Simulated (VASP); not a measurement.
Wanted: the native input for a VASP 6.6.1 run.

- Task: single point
- Functional: PBE
- Potentials or basis: VASP PAW PBE potentials, release 64 (Sr_sv, Cl)
- Cutoff: 520 eV
- k mesh: 6 × 6 × 6
- Occupations: gaussian, width 0.05 eV
- Spin: no spin polarisation
- Dipole correction: no
- Further INCAR settings: ALGO = Normal; EDIFF = 1e-07; NBANDS = 19

The structure of SrCl2 lies in POSCAR:

```
SrCl2
1.0
    0.0000000000      3.4292724257      3.6007360470
    3.4292724257      0.0000000000      3.6007360470
    3.4292724257      3.4292724257      0.0000000000
Sr Cl
1 2
Direct
    0.0000000000      0.0000000000      0.0000000000
    0.2500000000      0.2500000000      0.2500000000
    0.7500000000      0.7500000000      0.7500000000
```

This cell differs from its parent crystal: ratio of the length along z to the lengths across it x 1.05, volume and fractional coordinates fixed.

These files were run (other wordings do the same):

INCAR

```
SYSTEM = SrCl2
PREC = Accurate
ENCUT = 520
EDIFF = 1E-7
ISMEAR = 0
SIGMA = 0.05
LREAL = .False.
LASPH = .True.
NELM = 80
ALGO = Normal
ISIF = 2
LWAVE = .False.
LCHARG = .False.
GGA = PE
NBANDS = 19
```

KPOINTS

```
Automatic mesh
0
Gamma
  6 6 6
  0 0 0
```

Potentials or basis: VASP PAW PBE potentials, release 64 (Sr_sv, Cl).

The run is started by

```bash
$ cat potpaw_PBE.64/Sr_sv/POTCAR potpaw_PBE.64/Cl/POTCAR > POTCAR
$ mpirun -np 1 vasp_std > vasp.out
```

Results of the run:

```yaml
Pressure: 1.2 GPa
Band_gap_on_the_k_mesh: 5.15 eV, indirect (least direct gap 5.37 eV)
```

Wall time 36 s on 1 thread of AMD EPYC 9R14 (Zen 4), on a shared host, peak memory 0.21 GiB.
